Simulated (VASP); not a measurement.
Input of a VASP 6.6.1 run:

The input INCAR:

```
PREC = Accurate
ENCUT = 600
EDIFF = 1E-6
ISMEAR = 0
SIGMA = 0.1
LREAL = False
LASPH = True
NELM = 60
ALGO = Fast
ISIF = 3
LWAVE = False
LCHARG = False
GGA = PS
IBRION = 2
NSW = 100
EDIFFG = -0.01
```

The input KPOINTS:

```
Automatic mesh
0
Gamma
  24 24 22
```

File POSCAR:

```
Re
1.0
    2.7455139773      0.0000000000      0.0000000000
   -1.3727569887      2.3776848508      0.0000000000
    0.0000000000      0.0000000000      2.4381069124
Re
1
Direct
    0.0000000000      0.0000000000      0.0000000000
```

Potentials or basis: VASP PAW PBE potentials, release 64 (Re).

Run with:

```console
$ cat potpaw_PBE.64/Re/POTCAR > POTCAR
$ mpirun -np 1 vasp_std > vasp.out
```

Question: Estimate the space group after relaxing (to 0.1 Å).

Answer: P6/mmm (No. 191).

Question: What does it give for the relaxed volume?

Answer: 15.80 Å³/atom.

Question: What does it give for the band gap on the k mesh?

Answer: Zero (an odd number of electrons rules out a gap without spin polarisation).

Final structure:
```
Re
1.0
     2.73942    0.00000    0.00000
    -1.36971    2.37241    0.00000
     0.00000    0.00000    2.43119
Re
1
Cartesian
  0.0000 0.0000 0.0000
```

Caveat: the PAW data sets were made with another functional, which shifts forces and pressure a little; spin-orbit coupling is left out, which moves the levels of the heavy elements.
